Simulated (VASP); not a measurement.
Pt, 1 atom in the cell. Symmetry: Fmmm, No. 69, orthorhombic system. The conventional cell has a = 3.168 Å, b = 4.453 Å, c = 4.509 Å, α = 90.00°, β = 90.00°, γ = 90.00°. Pt (site symmetry mmm) has 14 Pt at 2.73 to 3.17 Å within 3.6 Å. This isn't the form of Pt at room conditions, which is fcc. This cell differs from its parent crystal: strain +0.0125 x Voigt [0, 0, 0, 0, 0, 1].

```yaml
Program: VASP 6.6.1
Task: single point
Functional: PBE
Potentials_or_basis: VASP PAW PBE potentials, release 64 (Pt)
Cutoff: 520 eV
k_mesh: 22 × 22 × 22
Occupations: gaussian, width 0.15 eV
Spin: no spin polarisation
Dipole_correction: no
Further_INCAR_settings: ALGO = Fast; EDIFF = 1e-06; NBANDS = 11
```

Potentials or basis: VASP PAW PBE potentials, release 64 (Pt).

Run with:

```bash
$ cat potpaw_PBE.64/Pt/POTCAR > POTCAR
$ mpirun -np 1 vasp_std > vasp.out
```

Hardware: 1 thread of Intel Xeon 8259CL, on a shared host.

Task: Estimate the wall time of this run.

Result: Wall time 2.9 min on 1 thread of Intel Xeon 8259CL, on a shared host, peak memory 0.36 GiB. Counts: scf iterations 12, k points 1530.
